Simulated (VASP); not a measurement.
# MnSb (P6_3/mmc) in VASP: further runs

The runs below take MnSb through single point, with LDA.

Everything below comes from runs of VASP 6.6.1. Logs are shortened: lines on timing, memory, paths and dates and some standing lists are left out, and cuts for length are marked.

## (1) The cell of the first run

It takes space group P6_3/mmc (No. 194, hexagonal). Conventional cell: a = 4.157 Å, b = 4.157 Å, c = 5.765 Å, α = 90.00°, β = 90.00°, γ = 120.00°. Sb (site symmetry -6m2) has 6 Mn at 2.80 Å and 6 Sb at 3.75 Å within 3.8 Å. Mn (site symmetry -3m) has 6 Sb at 2.80 Å and 2 Mn at 2.88 Å within 3.7 Å.

## (2) Single point, LDA, collinear spin, ferromagnetic start

The input, INCAR:

```
PREC = Accurate
ENCUT = 520
EDIFF = 1E-6
ISMEAR = -1
SIGMA = 0.1
LREAL = F
LASPH = T
NELM = 150
ALGO = Normal
ISIF = 2
LWAVE = F
LCHARG = F
ISPIN = 2
MAGMOM = 0 0 0 0 4.5 4.5 4.5 4.5
LORBIT = 11
LMAXMIX = 4
GGA = CA
NBANDS = 50
LUSENCCL = F
```

The input, KPOINTS:

```
Automatic mesh
0
Gamma
  7 7 2
```

The input, POSCAR:

```
MnSb
1.0
    4.1570010400      0.0000000000      0.0000000000
   -2.0785005200      3.6000685000      0.0000000000
    0.0000000000      0.0000000000     11.5300000000
Sb Mn
4 4
Direct
    0.3333333300      0.6666666700      0.1250000000
    0.3333333300      0.6666666700      0.6250000000
    0.6666666700      0.3333333300      0.3750000000
    0.6666666700      0.3333333300      0.8750000000
    0.0000000000      0.0000000000      0.0000000000
    0.0000000000      0.0000000000      0.5000000000
    0.0000000000      0.0000000000      0.2500000000
    0.0000000000      0.0000000000      0.7500000000
```

Potentials or basis: VASP PAW LDA potentials, release 64 (Sb, Mn_pv).

Started as:

```console
$ cat potpaw_LDA.64/Sb/POTCAR potpaw_LDA.64/Mn_pv/POTCAR > POTCAR
$ mpirun -np 1 vasp_std > vasp.out
```

OUTCAR:

```text
PREC = Accurate
   ENCUT = 520
   EDIFF = 1E-6
   ISMEAR = -1
   LREAL = F
   LASPH = T
   NELM = 150
   ISIF = 2
   ISPIN = 2
   LORBIT = 11
   GGA = CA

 ion  position               nearest neighbor table
   1  0.333  0.667  0.125-   5 2.80   7 2.80   5 2.80   7 2.80   5 2.80   7 2.80   3 3.75   4 3.75
                             3 3.75   4 3.75   3 3.75   4 3.75
   2  0.333  0.667  0.625-   6 2.80   8 2.80   6 2.80   8 2.80   6 2.80   8 2.80   3 3.75   4 3.75
                             3 3.75   4 3.75   3 3.75   4 3.75
   3  0.667  0.333  0.375-   6 2.80   7 2.80   6 2.80   7 2.80   6 2.80   7 2.80   1 3.75   2 3.75
                             1 3.75   2 3.75   1 3.75   2 3.75
   4  0.667  0.333  0.875-   5 2.80   8 2.80   5 2.80   8 2.80   5 2.80   8 2.80   1 3.75   2 3.75
                             1 3.75   2 3.75   1 3.75   2 3.75
   5  0.000  0.000  0.000-   1 2.80   4 2.80   1 2.80   4 2.80   4 2.80   1 2.80   7 2.88   8 2.88
[... 13 lines left out ...]
 A1 = (   4.1570010400,   0.0000000000,   0.0000000000)
 A2 = (  -2.0785005200,   3.6000685000,   0.0000000000)
 A3 = (   0.0000000000,   0.0000000000,  11.5300000000)

Analysis of symmetry for initial positions (statically):
=====================================================================
 Subroutine PRICEL returns following result:

  LATTYP: Found a hexagonal cell.
 ALAT       =     4.1570010400
 C/A-ratio  =     1.3868170695
[... 12 lines left out ...]
 Subroutine GETGRP returns: Found 24 space group operations
 (whereof 12 operations were pure point group operations)
 out of a pool of 24 trial point group operations.

The static configuration has the point symmetry D_3d.
 The point group associated with its full space group is D_6h.

Analysis of symmetry for dynamics (positions and initial velocities):
=====================================================================
 Subroutine PRICEL returns following result:

  LATTYP: Found a hexagonal cell.
 ALAT       =     4.1570010400
 C/A-ratio  =     1.3868170695
[... 12 lines left out ...]
 Subroutine GETGRP returns: Found 24 space group operations
 (whereof 12 operations were pure point group operations)
 out of a pool of 24 trial point group operations.

The dynamic configuration has the point symmetry D_3d.
 The point group associated with its full space group is D_6h.

Analysis of structural, dynamic, and magnetic symmetry:
=====================================================================
 Subroutine PRICEL returns following result:

  LATTYP: Found a hexagonal cell.
 ALAT       =     4.1570010400
 C/A-ratio  =     1.3868170695
[... 12 lines left out ...]
 Subroutine GETGRP returns: Found 24 space group operations
[... 142 lines left out ...]
  ---------------------------------------------------
  free energy    TOTEN  =       -57.57698739 eV

  energy without entropy =      -57.39739035  energy(sigma->0) =      -57.48718887

 E-fermi :   7.3976     XC(G=0): -10.8403

 val. band max:        7.3458280401   @ k =   0.1429   0.0000   0.0000
 cond. band min:       7.4723305844   @ k =   0.2857   0.0000   0.0000
 fundamental gap:      0.1265025442
 Fermi energy:         7.3975607360

 spin component 1

 k-point     1 :       0.0000    0.0000    0.0000
  band No.  band energies     occupation
      1     -41.7744      1.00000
      2     -41.7744      1.00000
      3     -41.7704      1.00000
      4     -41.7704      1.00000
      5     -41.7704      1.00000
      6     -41.7704      1.00000
[... 805 lines left out ...]
     47       9.4198      0.00000
     48       9.4198      0.00000
 Fermi energy:         7.3975607360

 spin component 2

 k-point     1 :       0.0000    0.0000    0.0000
  band No.  band energies     occupation
      1     -38.6576      1.00000
      2     -38.6576      1.00000
      3     -38.6528      1.00000
      4     -38.6528      1.00000
      5     -38.6528      1.00000
      6     -38.6528      1.00000
[... 805 lines left out ...]
     47      10.4919      0.00000
     48      10.4919      0.00000
 [bands above 48 left out]

------------------------ aborting loop because EDIFF is reached ----------------------------------------

  FORCE on cell =-STRESS in cart. coord.  units (eV):
  Direction    XX          YY          ZZ          XY          YZ          ZX
  --------------------------------------------------------------------------------------
  -------------------------------------------------------------------------------------
  Total      -11.8122345    -11.8122344    -12.7966113     -0.0000000      0.0000000      0.0000000
  in kB     -109.6787360   -109.6787358   -118.8188530     -0.0000000      0.0000000      0.0000000
  external PRESSURE =    -112.7254416 kB  Pullay stress =       0.0000000 kB

 VOLUME and BASIS-vectors are now :
 -----------------------------------------------------------------------------
  energy-cutoff  :      520.00
  volume of cell :      172.55
      direct lattice vectors                 reciprocal lattice vectors
     4.157001040  0.000000000  0.000000000     0.240558035  0.138886246 -0.000000000
    -2.078500520  3.600068500  0.000000000     0.000000000  0.277772492  0.000000000
     0.000000000  0.000000000 11.530000000     0.000000000 -0.000000000  0.086730269

 POSITION                                       TOTAL-FORCE (eV/Angst)
 -----------------------------------------------------------------------------------
     -0.00000      2.40005      1.44125        -0.000000      0.000000     -0.000000
     -0.00000      2.40005      7.20625        -0.000000      0.000000     -0.000000
      2.07850      1.20002      4.32375         0.000000     -0.000000     -0.000000
      2.07850      1.20002     10.08875         0.000000     -0.000000     -0.000000
      0.00000      0.00000      0.00000         0.000000      0.000000      0.000000
      0.00000      0.00000      5.76500         0.000000     -0.000000      0.000000
      0.00000      0.00000      2.88250         0.000000     -0.000000      0.000000
      0.00000      0.00000      8.64750        -0.000000     -0.000000      0.000000
 -----------------------------------------------------------------------------------
    total drift:                               -0.000026      0.000015     -0.000008

  FREE ENERGIE OF THE ION-ELECTRON SYSTEM (eV)
  ---------------------------------------------------
  free  energy   TOTEN  =       -57.5769873934 eV

  energy  without entropy=      -57.3973903498  energy(sigma->0) =      -57.48718887

 total charge

# of ion       s       p       d       tot
------------------------------------------
    1        1.150   1.258   0.044   2.452
    2        1.150   1.258   0.044   2.452
    3        1.150   1.258   0.044   2.452
    4        1.150   1.258   0.044   2.452
    5        0.277   6.202   5.069  11.548
    6        0.277   6.202   5.069  11.548
    7        0.277   6.202   5.069  11.548
    8        0.277   6.202   5.069  11.548
--------------------------------------------------
tot          5.705  29.840  20.453  55.997

 magnetization (x)

# of ion       s       p       d       tot
------------------------------------------
    1        0.009  -0.117   0.006  -0.103
    2        0.009  -0.117   0.006  -0.103
    3        0.009  -0.117   0.006  -0.103
    4        0.009  -0.117   0.006  -0.103
    5        0.029   0.019   3.123   3.171
    6        0.029   0.019   3.123   3.171
    7        0.029   0.019   3.123   3.171
    8        0.029   0.019   3.123   3.171
--------------------------------------------------
tot          0.150  -0.393  12.517  12.274
```

It took 1.9 min on 1 × NVIDIA H100 80GB with 1 thread of AMD EPYC 7R13 (Zen 3), shared host; peak memory 1.4 GiB.

Results:

```
Free energy                                           : -57.5770 eV
Pressure                                              : -11.3 GPa
Net moment                                            : 12.69 μB per cell
Site moments                                          : Sb -0.10; Mn +3.17 μB
Valence electrons inside the program's atomic spheres : Sb 2.45; Mn 11.55
```

Levels at points of the mesh, in eV from the Fermi level:
Spin up:
```tsv
k point	band 39	band 40	band 41	band 42	band 43	band 44	band 45	band 46
(0.00, 0.00, 0.00)	-0.20	0.50	0.50	1.78	1.78	1.78	1.78	2.34
(0.00, 0.00, 0.50)	0.99	0.99	0.99	0.99	1.15	1.15	2.23	2.23
```
Spin down:
```
           k point  band 25  band 26  band 27  band 28  band 29  band 30  band 31  band 32  band 33  band 34
(0.00, 0.00, 0.00)    -1.60    -0.93    -0.20    -0.20     0.17     0.17     0.31     0.31     0.31     0.31
(0.00, 0.00, 0.50)    -0.69    -0.69    -0.69    -0.69    -0.06    -0.06    -0.06    -0.06     0.72     0.72
```

Caveat: the cell stands under tension; spin-orbit coupling is left out, which moves the levels of the heavy elements; only a ferromagnetic start was run, and an antiferromagnetic order may lie lower in energy.

## (3) Single point, LDA, collinear spin

The input, INCAR:

```
SYSTEM = MnSb
  PREC = Accurate
  ENCUT = 520
  EDIFF = 1E-7
  ISMEAR = -1
  SIGMA = 0.1
  LREAL = .FALSE.
  LASPH = .TRUE.
  NELM = 150
  ALGO = Normal
  ISIF = 2
  LWAVE = .FALSE.
  LCHARG = .FALSE.
  ISPIN = 2
  MAGMOM = 0 0 0 0 0 0 4.5 0
  LORBIT = 11
  LMAXMIX = 4
  NBANDS = 50
```

The input, KPOINTS:

```
Automatic mesh
0
G
  7 7 2
  0 0 0
```

POSCAR is that of step 2.

Potentials or basis: VASP PAW LDA potentials, release 64 (Sb, Mn_pv).

Started as:

```console
$ cat potpaw_LDA.64/Sb/POTCAR potpaw_LDA.64/Mn_pv/POTCAR > POTCAR
$ mpirun -np 1 vasp_std > vasp.out
```

Run time: 11 min. Hardware: 1 thread of Intel Xeon 8259CL, shared host; peak memory 0.37 GiB.

It converged, with:

```
Free energy                                           : -55.6648 eV
Pressure                                              : -19.5 GPa
Largest force                                         : 0.798 eV/Å
Net moment                                            : 3.13 μB per cell
Site moments                                          : Sb -0.06, -0.01 (each value once); Mn +0.04, +3.11, +0.02 (each value once) μB
Valence electrons inside the program's atomic spheres : Sb 2.42, 2.40 (each value once); Mn 11.60, 11.54, 11.59 (each value once)
```

Forces in eV/Å, atoms in the order of the input:
```
Sb   0.000  0.000 -0.798
Sb   0.000  0.000  0.012
Sb   0.000  0.000  0.798
Sb   0.000  0.000 -0.012
Mn   0.000  0.000 -0.150
Mn   0.000  0.000  0.150
Mn   0.000  0.000  0.000
Mn   0.000  0.000  0.000
```

Stress tensor (GPa, compression positive):
```
-18.01   0.00   0.00
  0.00 -18.01   0.00
  0.00   0.00 -22.37
```

Levels at points of the mesh, in eV from the Fermi level:
Spin up:
| k point | band 34 | band 35 | band 36 | band 37 | band 38 | band 39 | band 40 | band 41 |
| --- | --- | --- | --- | --- | --- | --- | --- | --- |
| (0.00, 0.00, 0.00) | -0.49 | -0.07 | 0.01 | 0.01 | 0.35 | 0.82 | 0.82 | 1.15 |
| (0.00, 0.00, 0.50) | -0.40 | -0.12 | -0.12 | 0.39 | 0.89 | 1.43 | 1.44 | 1.44 |
Spin down:
```csv
k point,band 32,band 33,band 34,band 35,band 36,band 37,band 38,band 39
"(0.00, 0.00, 0.00)",-0.36,-0.10,-0.10,0.31,0.55,0.67,0.67,0.86
"(0.00, 0.00, 0.50)",-0.56,-0.08,-0.08,0.51,0.51,0.87,1.31,1.40
```

Caveat: the cell stands under tension; spin-orbit coupling is left out, which moves the levels of the heavy elements.
